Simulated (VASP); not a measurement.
# Sr (Imma) in VASP: single point with PBEsol

Aim: the single point of Sr with PBEsol.

Everything below comes from runs of VASP 6.6.1. Logs are shortened: lines on timing, memory, paths and dates and some standing lists are left out, and cuts for length are marked.

## Step 1: The cell of the first run

The structure is orthorhombic, space group Imma (No. 74). Conventional cell: a = 5.620 Å, b = 5.720 Å, c = 3.050 Å, α = 90.00°, β = 90.00°, γ = 90.00°. Within 3.8 Å of Sr (site symmetry mm2) lie 10 Sr at 2.91 to 3.66 Å.

## Step 2: Single point, PBEsol

Contents of INCAR:

```
SYSTEM = Sr
PREC = Accurate
ENCUT = 520
EDIFF = 1E-6
ISMEAR = 1
SIGMA = 0.05
LREAL = .FALSE.
LASPH = .TRUE.
NELM = 80
ALGO = Normal
ISIF = 2
LWAVE = .FALSE.
LCHARG = .FALSE.
GGA = PS
NBANDS = 17
```

Contents of KPOINTS:

```
Automatic mesh
0
G
  11 11 11
  0 0 0
```

Contents of POSCAR:

```
Sr
1.0
   -2.8100000000      2.8600000000      1.5250000000
    2.8100000000     -2.8600000000      1.5250000000
    2.8100000000      2.8600000000     -1.5250000000
Sr
2
Direct
    0.3750000000      0.1250000000      0.2500000000
    0.6250000000      0.8750000000      0.7500000000
```

Potentials or basis: VASP PAW PBE potentials, release 64 (Sr_sv).

Command:

```
$ cat potpaw_PBE.64/Sr_sv/POTCAR > POTCAR
$ mpirun -np 1 vasp_std > vasp.out
```

OUTCAR:

```text
SYSTEM = Sr
   PREC = Accurate
   ENCUT = 520
   EDIFF = 1E-6
   ISMEAR = 1
   LREAL = .FALSE.
   LASPH = .TRUE.
   NELM = 80
   ISIF = 2
   GGA = PS

 ion  position               nearest neighbor table
   1  0.375  0.125  0.250-   2 2.91   2 2.91   2 2.96   2 2.96   2 3.62   2 3.62   2 3.66   2 3.66
                             2 4.74   2 4.77
   2  0.625  0.875  0.750-   1 2.91   1 2.91   1 2.96   1 2.96   1 3.62   1 3.62   1 3.66   1 3.66
                             1 4.74   1 4.77

  LATTYP: Found a body centered orthorhombic cell.
 ALAT       =     3.0500000000
 B/A-ratio  =     1.8426229508
 C/A-ratio  =     1.8754098361

  Lattice vectors:

 A1 = (   2.8100000000,  -2.8600000000,   1.5250000000)
 A2 = (  -2.8100000000,  -2.8600000000,  -1.5250000000)
 A3 = (   2.8100000000,   2.8600000000,  -1.5250000000)

Analysis of symmetry for initial positions (statically):
=====================================================================
 Subroutine PRICEL returns:
 Original cell was already a primitive cell.

 Routine SETGRP: Setting up the symmetry group for a
 body centered orthorhombic supercell.

 Subroutine GETGRP returns: Found  8 space group operations
 (whereof  4 operations were pure point group operations)
 out of a pool of  8 trial point group operations.

The static configuration has the point symmetry C_2h.
 The point group associated with its full space group is D_2h.

Analysis of symmetry for dynamics (positions and initial velocities):
=====================================================================
 Subroutine PRICEL returns:
 Original cell was already a primitive cell.

 Routine SETGRP: Setting up the symmetry group for a
 body centered orthorhombic supercell.

 Subroutine GETGRP returns: Found  8 space group operations
 (whereof  4 operations were pure point group operations)
 out of a pool of  8 trial point group operations.

The dynamic configuration has the point symmetry C_2h.
 The point group associated with its full space group is D_2h.

 Subroutine INISYM returns: Found  8 space group operations
 (whereof  4 operations are pure point group operations),
 and found     1 'primitive' translations

----------------------------------------------------------------------------------------

                                     Primitive cell

  volume of cell :      49.0233

  direct lattice vectors                    reciprocal lattice vectors
    -2.810000000  2.860000000  1.525000000     0.000000000  0.174825175  0.327868852
     2.810000000 -2.860000000  1.525000000     0.177935943  0.000000000  0.327868852
     2.810000000  2.860000000 -1.525000000     0.177935943  0.174825175  0.000000000

  length of vectors
     4.289676561  4.289676561  4.289676561     0.371566718  0.373040459  0.249449477

  position of ions in fractional coordinates (direct lattice)
     0.375000000  0.125000000  0.250000000
     0.625000000  0.875000000  0.750000000

  ion indices of the primitive-cell ions
   primitive index   ion index
                 1           1
                 2           2

----------------------------------------------------------------------------------------

 KPOINTS: Automatic mesh

Automatic generation of k-mesh.
 Grid dimensions read from file:
 generate k-points for:   11   11   11

 Generating k-lattice:

  Cartesian coordinates                     Fractional coordinates (reciprocal lattice)
     0.000000000  0.015893198  0.029806259     0.090909091  0.000000000 -0.000000000
     0.016175995  0.000000000  0.029806259     0.000000000  0.090909091  0.000000000
     0.016175995  0.015893198  0.000000000    -0.000000000  0.000000000  0.090909091

  Length of vectors
     0.033778793  0.033912769  0.022677225

  Shift w.r.t. Gamma in fractional coordinates (k-lattice)
     0.000000000  0.000000000  0.000000000

 Subroutine IBZKPT returns following result:
 ===========================================

 Found    216 irreducible k-points:

 Following reciprocal coordinates:
            Coordinates               Weight
  0.000000  0.000000  0.000000      1.000000
  0.090909  0.000000  0.000000      4.000000
  0.181818  0.000000  0.000000      4.000000
  0.272727  0.000000  0.000000      4.000000
  0.363636 -0.000000  0.000000      4.000000
  0.454545 -0.000000  0.000000      4.000000
[... 16 lines left out ...]
  0.454545  0.181818  0.000000      8.000000
 -0.454545  0.181818  0.000000      8.000000
 [... further k-points ...]
   k-points           NKPTS =    216   k-points in BZ     NKDIM =    216   number of bands    NBANDS=     17
   number of dos      NEDOS =    301   number of ions     NIONS =      2
   total plane-waves  NPLWV =  32768
   dimension x,y,z NGX =    32 NGY =   32 NGZ =   32
   dimension x,y,z NGXF=    64 NGYF=   64 NGZF=   64
   ions per type =               2
   NGX,Y,Z   is equivalent  to a cutoff of  12.40, 12.40, 12.40 a.u.
   NGXF,Y,Z  is equivalent  to a cutoff of  24.80, 24.80, 24.80 a.u.
 SYSTEM =  Sr
   PREC   = accura    normal or accurate (medium, high low for compatibility)
   ISTART =      0    job   : 0-new  1-cont  2-samecut
   ICHARG =      2    charge: 1-file 2-atom 10-const
   ISPIN  =      1    spin polarized calculation?
   LNONCOLLINEAR =      F non collinear calculations
   LSORBIT =      F    spin-orbit coupling
   LASPH  =      T    aspherical Exc in radial PAW
   ENCUT  =  520.0 eV  38.22 Ry    6.18 a.u.   7.98  7.98  7.98*2*pi/ulx,y,z
   NELM   =     80;   NELMIN=  2; NELMDL= -5     # of ELM steps
   EDIFF  = 0.1E-05   stopping-criterion for ELM
   LREAL  =      F    real-space projection
   EDIFFG = 0.1E-04   stopping-criterion for IOM
   NSW    =      0    number of steps for IOM
   IBRION =     -1    ionic relax: 0-MD 1-quasi-New 2-CG
   NFREE  =      0    steps in history (QN), initial steepest desc. (CG)
   ISIF   =      2    stress and relaxation
   ISYM   =      2    0-nonsym 1-usesym 2-fastsym
   POTIM  = 0.5000    time-step for ionic-motion
   TEBEG  =    0.0;   TEEND  =   0.0 temperature during run
   PSTRESS=    0.0 pullay stress
   NELECT =      20.0000    total number of electrons
   NUPDOWN=      -1.0000    fix difference up-down
   EMIN   =  10.00;   EMAX   =-10.00  energy-range for DOS
   EFERMI =   0.00;   METHOD = LEGACY
   ISMEAR =     1;   SIGMA  =   0.05  broadening in eV -4-tet -1-fermi 0-gaus
   EFERMI_NEDOS =   21; number of points for ismear=-14 and -15
   IALGO  =     38    algorithm
   IMIX   =      4    mixing-type and parameters
     AMIX     =   0.40;   BMIX     =  1.00
     AMIX_MAG =   1.60;   BMIX_MAG =  1.00
  volume/ion in A,a.u.               =      24.51       165.41
  Fermi-wavevector in a.u.,A,eV,Ry     =   1.214183  2.294473 20.058253  1.474240
  Thomas-Fermi vector in A             =   2.349611
   LORBIT       =      0    0 simple, 1 ext, 2 COOP (PROOUT), +10 PAW based schemes
   GGA     = PS    functional components
   LHFCALC =     F    Hartree Fock is set to
   AEXX    =    0.0000 exact exchange contribution
   IVDW    =     0    specifies the selected vdW correction
   LEPSILON=     F    determine dielectric tensor
   LRPA    =     F    only Hartree local field effects (RPA)
 non-spin polarized calculation
 Methfessel and Paxton  Order N= 1 SIGMA  =   0.05
  energy-cutoff  :      520.00
  volume of cell :       49.02
 maximum number of plane-waves:      1342
   NGX = 15   NGY = 15   NGZ = 15

 number of electron      20.0000000 magnetization

 Free energy of the ion-electron system (eV)
  ---------------------------------------------------
  ext. energy  EPLUGINS =         0.00000000
  ---------------------------------------------------
  free energy    TOTEN  =        -0.78908075 eV

  energy without entropy =       -0.78912268  energy(sigma->0) =       -0.78909472

 E-fermi :   4.9846     XC(G=0): -10.4557

 val. band max:        4.9651689121   @ k =   0.2727   0.2727   0.1818
 cond. band min:       5.0066907026   @ k =  -0.4545  -0.3636   0.1818
 fundamental gap:      0.0415217906
 Fermi energy:         4.9845943517

 k-point     1 :       0.0000    0.0000    0.0000
  band No.  band energies     occupation
      1     -31.0162      2.00000
      2     -30.2274      2.00000
      3     -13.8790      2.00000
      4     -13.6929      2.00000
      5     -11.7930      2.00000
      6     -11.7726      2.00000
[... 9 lines left out ...]
     16      10.7126      0.00000
     17      10.7339      0.00000

 k-point     2 :       0.0909    0.0000    0.0000
  band No.  band energies     occupation
      1     -30.9833      2.00000
      2     -30.2215      2.00000
      3     -13.8611      2.00000
      4     -13.6286      2.00000
      5     -11.9989      2.00000
      6     -11.9526      2.00000
[... 9 lines left out ...]
     16      11.9711      0.00000
     17      12.0391      0.00000

 k-point     3 :       0.1818    0.0000    0.0000
  band No.  band energies     occupation
      1     -30.8922      2.00000
      2     -30.2069      2.00000
      3     -13.8111      2.00000
      4     -13.4635      2.00000
      5     -12.5037      2.00000
      6     -12.3582      2.00000
[... 9 lines left out ...]
     16      10.8507      0.00000
     17      11.5391      0.00000

 k-point     4 :       0.2727    0.0000    0.0000
  band No.  band energies     occupation
      1     -30.7652      2.00000
      2     -30.1924      2.00000
      3     -13.7414      2.00000
      4     -13.3672      2.00000
      5     -13.0516      2.00000
      6     -12.7618      2.00000
[... 9 lines left out ...]
     16      10.2692      0.00000
     17      10.5436      0.00000
[... 343 lines left out ...]
      1     -30.5172      2.00000
      2     -30.2264      2.00000
      3     -14.0830      2.00000
      4     -13.6352      2.00000
      5     -13.4147      2.00000
      6     -12.8573      2.00000
[... 9 lines left out ...]
     16      10.6632      0.00000
     17      11.6974      0.00000

 k-point    23 :       0.4545    0.1818    0.0000
  band No.  band energies     occupation
      1     -30.5526      2.00000
      2     -30.2722      2.00000
      3     -13.8998      2.00000
      4     -13.4481      2.00000
      5     -13.4298      2.00000
      6     -12.6830      2.00000
[... 9 lines left out ...]
     16      10.8204      0.00000
     17      11.2992      0.00000

 k-point    24 :      -0.4545    0.1818    0.0000
  band No.  band energies     occupation
      1     -30.6606      2.00000
      2     -30.2987      2.00000
      3     -13.7456      2.00000
      4     -13.2665      2.00000
      5     -13.1039      2.00000
      6     -12.4998      2.00000
[... 9 lines left out ...]
     16      10.0289      0.00000
     17      11.2226      0.00000

 [... further k-points ...]
[... 5 lines left out ...]
  --------------------------------------------------------------------------------------
  -------------------------------------------------------------------------------------
  Total        8.0776637      7.2085495      7.8953604      0.0000000      0.0000000      0.0000000
  in kB      263.9940637    235.5896889    258.0360311      0.0000000      0.0000000      0.0000000
  external PRESSURE =     252.5399279 kB  Pullay stress =       0.0000000 kB

 VOLUME and BASIS-vectors are now :
 -----------------------------------------------------------------------------
  energy-cutoff  :      520.00
  volume of cell :       49.02
      direct lattice vectors                 reciprocal lattice vectors
    -2.810000000  2.860000000  1.525000000     0.000000000  0.174825175  0.327868852
     2.810000000 -2.860000000  1.525000000     0.177935943  0.000000000  0.327868852
     2.810000000  2.860000000 -1.525000000     0.177935943  0.174825175  0.000000000

 POSITION                                       TOTAL-FORCE (eV/Angst)
 -----------------------------------------------------------------------------------
      0.00000      1.43000      0.38125         0.000000     -0.000000     -0.011553
      2.81000      1.43000      1.14375        -0.000000      0.000000      0.011553
 -----------------------------------------------------------------------------------
    total drift:                                0.000000     -0.000000      0.000000

  FREE ENERGIE OF THE ION-ELECTRON SYSTEM (eV)
  ---------------------------------------------------
  free  energy   TOTEN  =        -0.7890807484 eV

  energy  without entropy=       -0.7891226757  energy(sigma->0) =       -0.78909472
```

Run time: 67 s. Hardware: 1 thread of Intel Xeon Platinum 8488C (Sapphire Rapids), shared host; peak memory 0.28 GiB.

What came out:

| Quantity | Value |
| --- | --- |
| Free energy | -0.7891 eV |
| Pressure | 25.3 GPa |
| Largest force | 0.012 eV/Å |
| Band gap on the k mesh | zero (band 10 reaches 5.50 eV, above the bottom of band 11 at 4.53 eV) |

Forces in eV/Å, atoms in the order of the input:
```
Sr   0.000  0.000 -0.012
Sr   0.000  0.000  0.012
```

Stress tensor (GPa, compression positive):
```
26.40  0.00  0.00
 0.00 23.56  0.00
 0.00  0.00 25.80
```

Caveat: the PAW data sets were made with another functional, which shifts forces and pressure a little.
